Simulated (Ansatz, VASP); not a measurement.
**Pb in VASP and in Ansatz**

```
Pb
1.0
    -1.97966    1.97966    1.97966
     1.97966   -1.97966    1.97966
     1.97966    1.97966   -1.97966
Pb
1
Direct
  0.00000 0.00000 0.00000
```

Alike in both runs: task single point; functional PBEsol; k mesh 13 × 13 × 13; occupations fermi-dirac, width 0.08 eV; no spin polarisation.

|  | VASP | Ansatz |
| --- | --- | --- |
| version | VASP 6.6.1 | Ansatz 0.2.0 |
| potentials or method | VASP PAW PBE potentials, release 64 (Pb_d), cutoff 520 eV | all-electron LAPW, non-relativistic |

|  | VASP | Ansatz | Ansatz less VASP |
| --- | --- | --- | --- |
| pressure (GPa) | -1.7 | -0.3 | +1.40 |

VASP's potentials were made for PBE, not for PBEsol. Ansatz ran all-electron here, and VASP with PAW potentials.

Spin-orbit coupling is off throughout.
